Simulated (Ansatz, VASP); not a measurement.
One calculation of Sn, two programs

The input INCAR:

```
PREC     = Accurate       # precision mode
ENCUT    = 600            # plane-wave cutoff, eV
EDIFF    = 1E-7           # SCF threshold, eV
ISMEAR   = 0              # smearing method
SIGMA    = 0.15           # smearing width, eV
LREAL    = False          # projectors in reciprocal space
LASPH    = True           # aspherical terms in the spheres
NELM     = 60             # most SCF steps
ALGO     = Fast           # electronic algorithm
ISIF     = 3              # what is computed and relaxed
LWAVE    = False          # write WAVECAR
LCHARG   = False          # write CHGCAR
GGA      = PS             # functional
IBRION   = 2              # ionic algorithm
NSW      = 100            # ionic steps
EDIFFG   = -0.01          # ionic threshold
```

File KPOINTS:

```
Automatic mesh
0
Gamma
  12 12 12
```

The input POSCAR:

```
Sn
1.0
   -1.8289851493      1.9094998554      1.8832405702
    1.8665942890     -1.8458980203      1.8572478747
    1.8504373365      1.8673502074     -1.8196387350
Sn
1
Direct
    0.0000000000      0.0000000000      0.0000000000
```

Input for Ansatz:

```yaml
crystal:
  lattice:
    - [-1.8289851493, 1.9094998554, 1.8832405702]
    - [1.866594289, -1.8458980203, 1.8572478747]
    - [1.8504373365, 1.8673502074, -1.819638735]
  atoms:
    - { symbol: Sn, position: [0.0, 0.0, 0.0] }
basis:
  ecutwfc: 420
kpoints:
  mp_grid: { grid: [12, 12, 12] }
hamiltonian:
  xc: pbesol
scf:
  occupations: { method: gaussian, width: 0.15 }
output:
  forces: true
  stress: true
  eigenvalues: true
relax:
  adjacent_minimum: "off"
  f_tol: 0.01
  max_steps: 80
  cell: { stress_tol: 0.1 }
```

Change from the starting cell: cell sheared at random, sigma 0.01, atoms nudged by 0.01 Å; relaxed back.

Alike in both runs: task relaxation of cell and atoms; functional PBEsol; k mesh 12 × 12 × 12; occupations gaussian, width 0.15 eV; no spin polarisation.

|  | VASP | Ansatz |
| --- | --- | --- |
| version | VASP 6.6.1 | Ansatz 0.2.0 |
| potentials or method | VASP PAW PBE potentials, release 64 (Sn_d), cutoff 600 eV | scalar-relativistic, plane waves, PAW |
| valence electrons in the cell | 14 | 14 |

Ansatz gave:

```
gap on the k mesh at the Fermi level, each at its own relaxed structure (eV) : none
relaxed volume (Å³/atom)                                                     : 26.01
relaxed cell length with the largest relative difference (Å)                 : 3.233
```

Task: Estimate VASP's values.

Result: gap on the k mesh at the Fermi level, each at its own relaxed structure (eV): none; relaxed volume (Å³/atom): 26.00; relaxed cell length with the largest relative difference (Å): 3.231.

VASP's potentials were made for PBE, not for PBEsol. A gap of «none» marks a metal or a gap that the smearing closes.
